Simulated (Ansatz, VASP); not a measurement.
**Cr in VASP and in Ansatz**

```
CELL_PARAMETERS angstrom
-1.42411 1.42411 1.42411
1.42411 -1.42411 1.42411
1.42411 1.42411 -1.42411
ATOMIC_POSITIONS crystal
Cr 0.00000 0.00000 0.00000
```

Alike in both runs: task single point; functional PBE; k mesh 22 × 22 × 22; occupations gaussian, width 0.05 eV; collinear spin.

|  | VASP | Ansatz |
| --- | --- | --- |
| version | VASP 6.6.1 | Ansatz 0.2.0 |
| potentials or method | VASP PAW PBE potentials, release 64 (Cr_pv), cutoff 520 eV | scalar-relativistic, plane waves, PAW |
| valence electrons in the cell | 12 | 14 |

Ansatz gave:

| Property | Result |
| --- | --- |
| gap on the k mesh at the Fermi level (eV) | none |
| pressure (GPa) | 0.0 |
| net moment per atom (μB) | 0.00 |

Problem. Estimate VASP's values.

Solution. gap on the k mesh at the Fermi level (eV): none; pressure (GPa): -0.5; net moment per atom (μB): 0.00.

A gap of «none» marks a metal or a gap that the smearing closes. VASP's potentials hold 12 valence electrons a cell and Ansatz's 14, so a difference there can come from the potentials and not from the codes. Ansatz's warnings: seeded moment not kept.
